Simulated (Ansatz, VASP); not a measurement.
# MgCd3O: VASP beside Ansatz

```xyz
5
Lattice="4.3998 0.0000 0.0000 0.0000 4.3998 0.0000 0.0000 0.0000 5.2405" Properties=species:S:1:pos:R:3 pbc="T T T"
Mg    0.0000    0.0000    0.2082
Cd    2.1999    2.1999    0.4557
Cd    0.0000    2.1999    2.5414
Cd    2.1999    0.0000    2.5414
O     2.1999    2.1999    3.5181
```

Change from the starting cell: species swapped into the NdBPt3 type (P4mm, No. 99).

Alike in both runs: functional PBE; k mesh 4 × 4 × 4; occupations gaussian, width 0.1 eV; no spin polarisation.

Ansatz relaxed the structure, and its values are those at the end. VASP's run is a single point on that final structure, the one shown.

|  | VASP | Ansatz |
| --- | --- | --- |
| version | VASP 6.6.1 | Ansatz 0.2.0 |
| potentials or method | VASP PAW PBE potentials, release 64 (Mg, Cd, O), cutoff 600 eV | scalar-relativistic, plane waves, PAW |
| valence electrons in the cell | 44 | 76 |

|  | VASP | Ansatz | Ansatz less VASP |
| --- | --- | --- | --- |
| gap on the k mesh at the Fermi level (eV) | none | none | - |
| pressure (GPa) | 0.4 | 0.1 | -0.26 |
| rms of the force components (eV/Å) | 0.026 | 0.009 | -0.0176 |

A gap of «none» marks a metal or a gap that the smearing closes. VASP's potentials hold 44 valence electrons a cell and Ansatz's 76, so a difference there can come from the potentials and not from the codes.
